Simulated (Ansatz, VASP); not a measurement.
**ScAs2: VASP beside Ansatz**

```
CELL_PARAMETERS angstrom
-2.59156 2.59156 2.77350
2.59156 -2.59156 2.77350
2.59156 2.59156 -2.77350
ATOMIC_POSITIONS crystal
Sc 0.00000 0.00000 0.00000
As 0.01506 0.51506 0.50000
As 0.48494 0.98494 0.50000
```

Alike in both runs: task single point; functional PBE; k mesh 6 × 6 × 6; occupations gaussian, width 0.1 eV; no spin polarisation.

|  | VASP | Ansatz |
| --- | --- | --- |
| version | VASP 6.6.1 | Ansatz 0.2.0 |
| potentials or method | VASP PAW PBE potentials, release 64 (Sc_sv, As), cutoff 520 eV | scalar-relativistic, plane waves, PAW |
| valence electrons in the cell | 21 | 41 |

Ansatz gave:

```
gap on the k mesh at the Fermi level (eV)                     : none
pressure (GPa)                                                : 1.5
traceless stress, the component that is largest in VASP (GPa) : -7.01
rms of the force components (eV/Å)                            : 0.147
```

Task: Estimate VASP's values.

Result: gap on the k mesh at the Fermi level (eV): none; pressure (GPa): 1.7; traceless stress, the component that is largest in VASP (GPa): -7.08; rms of the force components (eV/Å): 0.139.

Atom by atom the forces differ by 0.008 eV/Å (rms over components). A gap of «none» marks a metal or a gap that the smearing closes. The functional is the same, so the differences come from potentials, cutoffs and numerics. VASP's potentials hold 21 valence electrons a cell and Ansatz's 41, so a difference there can come from the potentials and not from the codes.
